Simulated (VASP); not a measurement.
# Ti17O32 (a cell with a defect) in VASP: single point with PBE+D3(BJ)

Aim: the single point of Ti17O32 (a cell with a defect) with PBE+D3(BJ).

Program: VASP 6.6.1. These are calculated values, not measurements. Logs are shortened: lines on timing, memory, paths and dates and some standing lists are left out, and cuts for length are marked.

## (1) The cell of the first run

The cell holds a defect, 49 atoms: a = 6.676 Å, b = 6.676 Å, c = 9.472 Å, α = 95.90°, β = 84.10°, γ = 86.84°.

## (2) Single point, PBE+D3(BJ)

INCAR reads:

```
SYSTEM = Ti17O32
PREC     = Accurate       ! precision mode
ENCUT    = 520            ! plane-wave cutoff, eV
EDIFF    = 1E-7           ! SCF threshold, eV
ISMEAR   = -1             ! smearing method
SIGMA    = 0.02           ! smearing width, eV
LREAL    = Auto         
LASPH    = .TRUE.         ! aspherical terms in the spheres
NELM     = 100            ! most SCF steps
ALGO     = Normal         ! electronic algorithm
ISIF     = 2              ! what is computed and relaxed
LWAVE    = .FALSE.        ! write WAVECAR
LCHARG   = .FALSE.        ! write CHGCAR
GGA      = PE             ! functional
IVDW     = 12             ! dispersion correction
NBANDS   = 228            ! bands
```

KPOINTS reads:

```
regular mesh
0
G
  2 2 1
  0 0 0
```

POSCAR reads:

```
Ti17O32
1.0
   -4.5890000000     -4.8490000000      0.0000000000
    4.5890000000     -4.8490000000      0.0000000000
   -1.4163990000      0.0000000000      9.3655000000
Ti O
17 32
Direct
    0.2980191098      0.6402774462      0.0836794619
    0.8726770563      0.6140624776      0.1414980514
    0.6885861355      0.3459983149      0.4224547542
    0.1330343190      0.3995497189      0.3684266724
    0.3520250663      0.6333327394      0.6290747958
    0.8588159619      0.6003714994      0.6539106294
    0.6413488475      0.4008247965      0.8692007901
    0.1033739138      0.4310867998      0.8518605520
    0.8276719787      0.1497872912      0.1172601570
    0.3505975972      0.0982165913      0.1415727938
    0.1243915911      0.8807641111      0.3951524211
    0.6109215288      0.8969151385      0.3693342587
    0.8452768289      0.1172515275      0.6019433025
    0.3578329948      0.1162647573      0.6482942715
    0.1791270659      0.9049315028      0.8913565747
    0.6621329178      0.9292673709      0.8532059153
    0.5054683533      0.4485634058      0.2318295873
    0.2632317718      0.3658670115      0.1242539106
    0.6073366118      0.5711744214      0.0671080028
    0.7163525153      0.6119832240      0.3390635844
    0.4177155796      0.4697251298      0.4161763921
    0.9143364657      0.3160409317      0.2546046661
    0.0689017946      0.6825727362     -0.0137419252
    0.0847854076      0.6491597357      0.2565052587
    0.9653835971      0.3277696304      0.5032406172
    0.2527481435      0.3533974535      0.6402007367
    0.5975456684      0.4911942780      0.6154716780
    0.7448735516      0.6707997832      0.8618867119
    0.3673004797      0.4896803411      0.8960760237
    0.8908322770      0.3373384798      0.7406224975
    0.0841900322      0.6422277859      0.5089210400
    0.0918493243      0.6699778566      0.7453633015
    0.9254730032      0.3660303995      1.0055202605
    0.7494433522      0.8633015437      0.1477657359
    0.1027950163      0.0258500652      0.0997597566
    0.2158638583      0.1287845228      0.3467193423
    0.8569595583      0.9753357603      0.3968714964
    0.3839087425      0.8256602408      0.2464684213
    0.5907682236      0.2144287243      0.0222945919
    0.5865506921      0.1673573301      0.2697133095
    0.3883010197      0.8391685617      0.5012225722
    0.7617006246      0.8527765872      0.6408840959
    0.0983839521     -0.0131292604      0.6199989323
    0.2151372147      0.1622808096      0.8723826811
    0.9019546687      1.0263398250      0.9079387112
    0.4271924414      0.8319125287      0.7668464044
    0.5757090323      0.1355303985      0.5192888794
    0.5758073356      0.1809260115      0.7499225882
    0.4307983664      0.8771620378      0.9999039026
```

Potentials or basis: VASP PAW PBE potentials, release 64 (Ti_sv, O).

On the command line:

```bash
$ cat potpaw_PBE.64/Ti_sv/POTCAR potpaw_PBE.64/O/POTCAR > POTCAR
$ mpirun -np 1 vasp_std > vasp.out
```

OUTCAR:

```text
SYSTEM = Ti17O32
   PREC = Accurate
   ENCUT = 520
   EDIFF = 1E-7
   ISMEAR = -1
   LREAL = Auto
   LASPH = .TRUE.
   NELM = 100
   ISIF = 2
   GGA = PE
   IVDW = 12
 IVDW          = 12

 ion  position               nearest neighbor table
   1  0.298  0.640  0.084-  23 1.89  18 1.93  29 1.95  38 2.03  49 2.05  24 2.05  19 2.08  17 2.47
                            15 2.81   2 2.85
   2  0.873  0.614  0.141-  34 1.81  24 1.88  23 1.97  33 1.98  19 2.00  20 2.05  22 2.37  17 2.83
                             1 2.85
   3  0.689  0.346  0.422-  47 1.90  21 1.96  40 1.98  27 2.00  20 2.03  22 2.06  25 2.07  17 2.42
                            13 2.65
   4  0.133  0.400  0.368-  25 1.73  36 1.85  22 1.97  31 1.98  21 2.07  24 2.09  18 2.37  17 2.73
[... 20 lines left out ...]
  16  0.662  0.929  0.853-  28 1.80  45 1.86  46 1.95  49 2.04  42 2.06  48 2.11  39 2.35   6 2.90

  17  0.505  0.449  0.232-  21 1.77  19 1.92  40 2.00  18 2.07  20 2.11  39 2.40   3 2.42   1 2.47
                            10 2.70   4 2.73   2 2.83   9 2.90
  18  0.263  0.366  0.124-  10 1.88   1 1.93  17 2.07   4 2.37
  19  0.607  0.571  0.067-  17 1.92   2 2.00   7 2.07   1 2.08
  20  0.716  0.612  0.339-  12 1.97   3 2.03   2 2.05  17 2.11
  21  0.418  0.470  0.416-  17 1.77   3 1.96   4 2.07   5 2.18
  22  0.914  0.316  0.255-   9 1.79   4 1.97   3 2.06   2 2.37
  23  0.069  0.683  0.986-   1 1.89  15 1.95   2 1.97   8 1.99
  24  0.085  0.649  0.257-   2 1.88  11 1.97   1 2.05   4 2.09
  25  0.965  0.328  0.503-   4 1.73  13 1.93   3 2.07   6 2.23
  26  0.253  0.353  0.640-  14 1.71   5 2.03   8 2.15
  27  0.598  0.491  0.615-   5 1.83   6 1.98   3 2.00
  28  0.745  0.671  0.862-  16 1.80   7 1.97   6 2.04
  29  0.367  0.490  0.896-   7 1.88   8 1.90   1 1.95
  30  0.891  0.337  0.741-  13 1.93   8 1.95   7 1.96   6 2.02
  31  0.084  0.642  0.509-   4 1.98   6 1.98  11 2.03   5 2.22
  32  0.092  0.670  0.745-   6 1.91   5 1.95   8 1.97  15 2.13
  33  0.925  0.366  0.006-   8 1.88   9 1.98   2 1.98   7 2.42
  34  0.749  0.863  0.148-   2 1.81   9 2.05  12 2.19
  35  0.103  0.026  0.100-  10 1.82   9 1.96  15 2.06
  36  0.216  0.129  0.347-   4 1.85  11 1.88  10 2.04
  37  0.857  0.975  0.397-  12 1.79  11 1.86  13 2.06
  38  0.384  0.826  0.246-   1 2.03  12 2.05  11 2.11  10 2.17
  39  0.591  0.214  0.022-   9 1.95   7 2.02  10 2.10  16 2.35  17 2.40
  40  0.587  0.167  0.270-   3 1.98  17 2.00   9 2.04  10 2.13  12 2.13
  41  0.388  0.839  0.501-  12 1.92   5 1.93  11 2.14  14 2.19
  42  0.762  0.853  0.641-   6 1.79  13 1.94  16 2.06
  43  0.098  0.987  0.620-  13 1.89  14 2.01  11 2.16
  44  0.215  0.162  0.872-  15 1.77   8 1.94  14 2.22
  45  0.902  0.026  0.908-  16 1.86  15 1.96   9 2.07
  46  0.427  0.832  0.767-   5 1.89  15 1.94  16 1.95  14 2.35
  47  0.576  0.136  0.519-  14 1.82   3 1.90  12 2.01  13 2.04
  48  0.576  0.181  0.750-   7 1.86  14 1.87  16 2.11  13 2.16
  49  0.431  0.877  1.000-  10 1.90  16 2.04   1 2.05  15 2.07

  LATTYP: Found a base centered monoclinic cell.
 ALAT       =     9.1780000000
 B/A-ratio  =     1.0566572238
 C/A-ratio  =     1.0320330788
[... 220 lines left out ...]
   EMIN   =  10.00;   EMAX   =-10.00  energy-range for DOS
   EFERMI =   0.00;   METHOD = LEGACY
   ISMEAR =    -1;   SIGMA  =   0.02  broadening in eV -4-tet -1-fermi 0-gaus
   EFERMI_NEDOS =   21; number of points for ismear=-14 and -15
   IALGO  =     38    algorithm
   IMIX   =      4    mixing-type and parameters
     AMIX     =   0.40;   BMIX     =  1.00
     AMIX_MAG =   1.60;   BMIX_MAG =  1.00
  volume/ion in A,a.u.               =       8.51        57.40
  Fermi-wavevector in a.u.,A,eV,Ry     =   1.609396  3.041317 35.241190  2.590154
  Thomas-Fermi vector in A             =   2.705112
   LORBIT       =      0    0 simple, 1 ext, 2 COOP (PROOUT), +10 PAW based schemes
   GGA     = PE    functional components
   LHFCALC =     F    Hartree Fock is set to
   AEXX    =    0.0000 exact exchange contribution
   IVDW    =    12    specifies the selected vdW correction
   LEPSILON=     F    determine dielectric tensor
   LRPA    =     F    only Hartree local field effects (RPA)
 non-spin polarized calculation
  energy-cutoff  :      520.00
  volume of cell :      416.80
 maximum number of plane-waves:     11251
 NGX is ok and might be reduce to    50
   NGX = 25   NGY = 25   NGZ = 35

 number of electron     396.0000017 magnetization

 Free energy of the ion-electron system (eV)
  ---------------------------------------------------
  ext. energy  EPLUGINS =         0.00000000
  ---------------------------------------------------
  free energy    TOTEN  =      -420.66265620 eV

  energy without entropy =     -420.64602270  energy(sigma->0) =     -420.65433945

 E-fermi :   9.9561     XC(G=0): -12.7827

 val. band max:        9.9518357147   @ k =   0.0000   0.0000   0.0000
 cond. band min:       9.9581291863   @ k =   0.5000   0.5000   0.0000
 fundamental gap:      0.0062934716
 Fermi energy:         9.9561187846

 k-point     1 :       0.0000    0.0000    0.0000
  band No.  band energies     occupation
      1     -49.0340      2.00000
      2     -48.9663      2.00000
      3     -48.9560      2.00000
      4     -48.8707      2.00000
      5     -48.8617      2.00000
      6     -48.8276      2.00000
[... 841 lines left out ...]
    209      10.7157      0.00000
    210      10.7322      0.00000
 [bands above 210 left out]

------------------------ aborting loop because EDIFF is reached ----------------------------------------

 Edisp (eV)  -15.52270

 E8    (eV) :    -6.2123

  FORCE on cell =-STRESS in cart. coord.  units (eV):
  Direction    XX          YY          ZZ          XY          YZ          ZX
  --------------------------------------------------------------------------------------
  -------------------------------------------------------------------------------------
  Total      79.91111    90.02452    82.45803     3.40692     5.26308     4.07486
  in kB     307.17549   346.05108   316.96574    13.09608    20.23111    15.66362
  external pressure =      323.40 kB  Pullay stress =        0.00 kB

 VOLUME and BASIS-vectors are now :
 -----------------------------------------------------------------------------
  energy-cutoff  :      520.00
  volume of cell :      416.80
      direct lattice vectors                 reciprocal lattice vectors
    -4.589000000 -4.849000000  0.000000000    -0.108956200 -0.103114044 -0.016478079
     4.589000000 -4.849000000  0.000000000     0.108956200 -0.103114044  0.016478079
    -1.416399000  0.000000000  9.365500000     0.000000000  0.000000000  0.106774865

 POSITION                                       TOTAL-FORCE (eV/Angst)
 -----------------------------------------------------------------------------------
      1.45210     -4.54980      0.78370        -0.991739     -2.681765      1.033426
     -1.38720     -7.20920      1.32520         0.900066      1.359632     -0.255422
     -2.17050     -5.01670      3.95650        -0.749157     -1.136221     -0.777631
      0.70120     -2.58250      3.45050         1.205949     -2.205728     -2.316157
      0.39990     -4.77800      5.89160         1.507261      1.149871     -2.443112
     -2.11220     -7.07560      6.12420        -0.746149     -0.681090     -1.879429
[... 41 lines left out ...]
     -2.87430     -3.66940      7.02340        -2.009893     -0.335022      1.781694
      0.63210     -6.34230      9.36460         0.501266     -0.076366     -0.553602
 -----------------------------------------------------------------------------------
    total drift:                               -0.022398     -0.002118     -0.024595

  FREE ENERGIE OF THE ION-ELECTRON SYSTEM (eV)
  ---------------------------------------------------
  free  energy   TOTEN  =      -436.1853602876 eV

  energy  without entropy=     -436.1687267813  energy(sigma->0) =     -436.17704353
```

Run time: 43 min. Hardware: 1 thread of Intel Xeon 8259CL, shared host; peak memory 0.56 GiB.

What came out:

| Quantity | Value |
| --- | --- |
| Free energy | -436.1854 eV |
| Pressure | 32.3 GPa |
| Largest force | 4.217 eV/Å |
| Band gap on the k mesh | zero (bands 198 and 199 overlap by 0.16 eV) |
| Dispersion energy per atom | -0.317 eV |

Forces in eV/Å, atoms in the order of the input:
```
Ti  -0.992 -2.682  1.033
Ti   0.900  1.360 -0.255
Ti  -0.749 -1.136 -0.778
Ti   1.206 -2.206 -2.316
Ti   1.507  1.150 -2.443
Ti  -0.746 -0.681 -1.879
Ti  -0.007 -0.542  3.762
Ti  -1.164  0.703  0.994
Ti  -2.222  1.836 -2.014
Ti  -1.081 -0.328  0.427
Ti  -2.982 -0.746  0.173
Ti   1.112  2.347 -2.220
Ti  -0.359  0.831  1.554
Ti  -1.204  3.990  0.644
Ti   1.322  0.403  0.340
Ti   0.887 -0.657  1.787
Ti  -0.108 -1.687 -2.935
O   -0.642 -0.265  2.206
O    0.176  1.515  0.632
O    1.296 -0.647  0.016
O    2.091  2.176  2.044
O    0.579 -0.890  1.210
O    0.415  0.927  1.310
O    0.338 -0.774  0.327
O    1.992  2.989  2.101
O    1.178 -0.987  0.647
O   -1.124 -2.100  1.236
O   -1.049  0.798 -1.871
O   -0.221 -1.013 -1.638
O    0.295 -0.123  1.234
O    0.281 -0.416 -0.871
O   -0.483 -1.459  1.467
O    1.175 -0.146 -0.416
O    0.292 -1.801  0.734
O   -0.338  0.914  0.204
O   -0.336 -0.517  0.231
O   -1.798 -2.804  0.375
O   -0.415  0.827  0.427
O   -0.488  1.019 -0.834
O   -0.011  0.769 -0.502
O   -0.600 -0.986  0.186
O    0.631 -0.060  0.673
O    1.708 -0.934 -0.592
O    0.138 -1.875 -2.370
O   -0.080  2.365 -1.082
O    1.283  1.401 -2.372
O   -0.091  0.554 -1.813
O   -2.010 -0.335  1.782
O    0.501 -0.076 -0.554
```

Levels at points of the mesh, in eV from the Fermi level:
```tsv
k point	band 194	band 195	band 196	band 197	band 198	band 199	band 200	band 201	band 202	band 203
(0.00, 0.00, 0.00)	-2.46	-2.39	-2.22	-0.78	0.00	0.16	0.24	0.30	0.36	0.47
(0.50, 0.00, 0.00)	-2.60	-2.57	-2.36	-0.76	-0.13	-0.06	0.14	0.32	0.37	0.49
(0.00, 0.50, 0.00)	-2.63	-2.57	-2.33	-0.63	0.10	0.11	0.15	0.27	0.33	0.37
(0.50, 0.50, 0.00)	-2.62	-2.52	-2.27	-0.60	-0.14	0.00	0.19	0.28	0.34	0.41
```

Caveat: the k points lie up to 0.67 Å⁻¹ apart; the atoms stand as in a frame of molecular dynamics; semilocal functionals often make such compounds metallic where correlation or magnetic order opens a gap, which also shifts bond lengths.
